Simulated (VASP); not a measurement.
# SnO2 (Pnnm) in VASP: a series of runs, part 2 of 2

VASP 6.6.1. Earlier steps stand in the parts before.

## Step 4: Single point, LDA (atoms shifted along a free coordinate)

INCAR

```
PREC = Accurate ; ENCUT = 520
EDIFF = 1E-6 ; ISMEAR = 0
SIGMA = 0.05 ; LREAL = F
LASPH = T ; NELM = 60
ALGO = Normal ; ISIF = 2
LWAVE = F ; LCHARG = T
LELF = T ; LVHAR = T
NBANDS = 35
```

KPOINTS

```
Automatic mesh
0
Gamma
  6 6 8
```

POSCAR

```
SnO2
1.0
    4.7767255581      0.0000000000      0.0000000000
    0.0000000000      4.7773123567      0.0000000000
    0.0000000000      0.0000000000      3.2271818729
Sn O
2 4
Direct
    0.5000000000      0.5000000000      0.5000000000
    0.0000000000      0.0000000000      0.0000000000
    0.3059833077      0.3450716815      0.0000000000
    0.8059833077      0.1549283185      0.5000000000
    0.1940166923      0.8450716815      0.5000000000
    0.6940166923      0.6549283185      0.0000000000
```

Run with:

```bash
$ cat potpaw_LDA.64/Sn_d/POTCAR potpaw_LDA.64/O/POTCAR > POTCAR
$ mpirun -np 1 vasp_std > vasp.out
```

Wall time 4.6 min (1 thread of AMD EPYC 7R13, shared host); peak memory 0.24 GiB.

Results (log left out):

```yaml
Free_energy: -41.5246 eV
Pressure: 1.2 GPa
Largest_force: 2.881 eV/Å
Band_gap_on_the_k_mesh: 1.19 eV
```

Forces on the atoms (eV/Å):
```
Sn   0.000  0.000  0.000
Sn   0.000  0.000  0.000
O   -2.072 -2.001  0.000
O   -2.072  2.001  0.000
O    2.072 -2.001  0.000
O    2.072  2.001  0.000
```

Stress tensor (GPa, compression positive):
```
 2.95  0.00  0.00
 0.00 -2.56  0.00
 0.00  0.00  3.31
```

Levels at points of the mesh, in eV from the valence-band top:
```tsv
k point	band 22	band 23	band 24	band 25	band 26	band 27	band 28	band 29	band 30	band 31
(0.00, 0.00, 0.00)	-1.15	-1.00	-0.57	-0.55	0.00	1.19	5.03	6.18	6.34	10.31
(0.50, 0.00, 0.00)	-1.37	-1.06	-1.06	-0.49	-0.49	3.91	3.91	6.18	6.18	9.88
(0.00, 0.50, 0.00)	-1.59	-1.06	-1.06	-0.71	-0.71	4.13	4.13	6.81	6.81	9.82
(0.50, 0.50, 0.00)	-1.29	-1.16	-1.16	-0.72	-0.72	4.03	4.03	6.91	6.91	10.02
(0.00, 0.00, 0.50)	-1.97	-1.45	-1.45	-1.13	-1.13	6.29	6.29	9.21	9.21	9.33
(0.50, 0.00, 0.50)	-1.79	-0.91	-0.91	-0.45	-0.45	6.61	6.61	7.56	7.56	9.75
(0.00, 0.50, 0.50)	-1.36	-1.05	-1.05	-0.40	-0.40	6.52	6.52	7.25	7.25	10.70
(0.50, 0.50, 0.50)	-1.83	-1.13	-1.13	-0.67	-0.67	5.56	5.56	7.88	7.88	10.35
```

Caveat: the cell differs from its parent crystal (atoms shifted along a free coordinate); the stress differs along the axes, from -3 to 3 GPa; spin-orbit coupling is left out, which moves the levels of the heavy elements; forces of over 1 eV/Å act on the atoms, so gaps and moduli don't describe the material at rest.

## Step 5: Single point, LDA (atoms shifted along a free coordinate)

INCAR

```
ALGO = Normal
EDIFF = 1E-6
ENCUT = 520
ISIF = 2
ISMEAR = 0
LASPH = T
LCHARG = F
LREAL = F
LWAVE = F
NBANDS = 35
NELM = 80
PREC = Accurate
SIGMA = 0.05
```

KPOINTS

```
k-points
0
Gamma
  6 6 8
```

POSCAR

```
SnO2
1.0
    4.7767255581      0.0000000000      0.0000000000
    0.0000000000      4.7773123567      0.0000000000
    0.0000000000      0.0000000000      3.2271818729
Sn O
2 4
Direct
    0.5000000000      0.5000000000      0.5000000000
    0.0000000000      0.0000000000      0.0000000000
    0.3059833077      0.2672588243      0.0000000000
    0.8059833077      0.2327411757      0.5000000000
    0.1940166923      0.7672588243      0.5000000000
    0.6940166923      0.7327411757      0.0000000000
```

Run with:

```bash
$ cat potpaw_LDA.64/Sn_d/POTCAR potpaw_LDA.64/O/POTCAR > POTCAR
$ mpirun -np 1 vasp_std > vasp.out
```

Wall time 4.5 min (1 thread of AMD EPYC 7R13, shared host); peak memory 0.24 GiB.

Results (log left out):

- Free energy: -41.4818 eV
- Pressure: -5.2 GPa
- Largest force: 2.610 eV/Å
- Band gap on the k mesh: 0.77 eV (least direct gap 0.83 eV)

Forces in eV/Å, atoms in the order of the input:
```
Sn   0.000  0.000  0.000
Sn   0.000  0.000  0.000
O    1.757  1.930  0.000
O    1.757 -1.930  0.000
O   -1.757  1.930  0.000
O   -1.757 -1.930  0.000
```

Stress tensor (GPa, compression positive):
```
 0.38  0.00  0.00
 0.00 -6.55  0.00
 0.00  0.00 -9.32
```

Levels at points of the mesh, in eV from the valence-band top:
```tsv
k point	band 23	band 24	band 25	band 26	band 27	band 28	band 29	band 30
(0.00, 0.00, 0.00)	-1.09	-0.64	-0.55	-0.06	0.77	5.90	5.92	6.48
(0.50, 0.00, 0.00)	-1.06	-1.06	-0.42	-0.42	4.19	4.19	7.43	7.43
(0.00, 0.50, 0.00)	-1.05	-1.05	-0.30	-0.30	4.03	4.03	6.84	6.84
(0.50, 0.50, 0.00)	-1.23	-1.23	-0.67	-0.67	4.91	4.91	7.36	7.36
(0.00, 0.00, 0.50)	-1.54	-1.54	-0.97	-0.97	5.46	5.46	8.69	8.69
(0.50, 0.00, 0.50)	-1.06	-1.06	-0.39	-0.39	5.71	5.71	7.11	7.11
(0.00, 0.50, 0.50)	-0.75	-0.75	-0.74	-0.74	5.83	5.83	7.18	7.18
(0.50, 0.50, 0.50)	-0.61	-0.61	-0.58	-0.58	3.52	3.52	9.22	9.22
```

Caveat: the cell differs from its parent crystal (atoms shifted along a free coordinate); the stress differs along the axes, from -9 to 0 GPa; semilocal functionals underestimate gaps, and a narrow one can read as zero; spin-orbit coupling is left out, which moves the levels of the heavy elements; forces of over 1 eV/Å act on the atoms, so gaps and moduli don't describe the material at rest. A k mesh can miss the band edges.

## Step 6: Summary

| cell | gap on the mesh (eV) | pressure (GPa) | largest force (eV/Å) |
| --- | --- | --- | --- |
| a = 4.667, b = 4.667, c = 3.153 Å, 6 atoms, atomic positions A | 1.45 | 10.2 | 3.11 |
| a = 4.777, b = 4.777, c = 3.227 Å, 6 atoms, atomic positions B | 1.26 | 5.0 | 3.97 |
| a = 4.777, b = 4.777, c = 3.227 Å, 6 atoms, atomic positions C | 1.19 | 1.2 | 2.88 |
| a = 4.777, b = 4.777, c = 3.227 Å, 6 atoms, atomic positions A | 0.77 | -5.2 | 2.61 |

Alike in all rows: task single point; level LDA; potentials or basis VASP PAW LDA potentials, release 64 (Sn_d, O); no spin polarisation; k mesh 6 × 6 × 8; cutoff (eV) 520; smearing gaussian 0.05 eV.

Caveats: spin-orbit coupling is left out, which moves the levels of the heavy elements; forces of over 1 eV/Å act on the atoms, so gaps and moduli don't describe the material at rest; the stress differs along the axes, from 4 to 18 GPa (at least some runs); the stress differs along the axes, from -2 to 9 GPa (at least some runs); the stress differs along the axes, from -3 to 3 GPa (at least some runs); the stress differs along the axes, from -9 to 0 GPa (at least some runs); semilocal functionals underestimate gaps, and a narrow one can read as zero (at least some runs).

Absolute energies hang on the potentials; compare differences alone.
